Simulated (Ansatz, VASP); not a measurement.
# Two plane-wave programs on PbO2

```
Pb O
1.0
     5.08017    0.00000    0.00000
     0.00000    5.08017    0.00000
     0.00000    0.00000    3.44704
Pb O
2 4
Direct
  0.00000 0.00000 0.00000
  0.50000 0.50000 0.50000
  0.30792 0.30792 0.00000
  0.19208 0.80792 0.50000
  0.69208 0.69208 0.00000
  0.80792 0.19208 0.50000
```

Alike in both runs: functional PBE; k mesh 7 × 7 × 9; occupations fermi-dirac, width 0.1 eV; no spin polarisation.

Ansatz relaxed the structure, and its values are those at the end. VASP's run is a single point on that final structure, the one shown.

```csv
,VASP,Ansatz
version,VASP 6.6.1,Ansatz 0.2.0
potentials or method,"VASP PAW PBE potentials, release 64 (Pb_d, O), cutoff 520 eV",PAW plane waves
valence electrons in the cell,52,52
```

Ansatz gave:

* gap on the k mesh at the Fermi level (eV): none
* pressure (GPa): 0.0
* rms of the force components (eV/Å): 0.000

Task: What did VASP give for the same quantities?

Result: gap on the k mesh at the Fermi level (eV): none; pressure (GPa): 0.2; rms of the force components (eV/Å): 0.005.

A gap of «none» marks a metal or a gap that the smearing closes. With one functional, cell and mesh, what is left measures potentials, basis and numerics.

Spin-orbit coupling is off throughout.
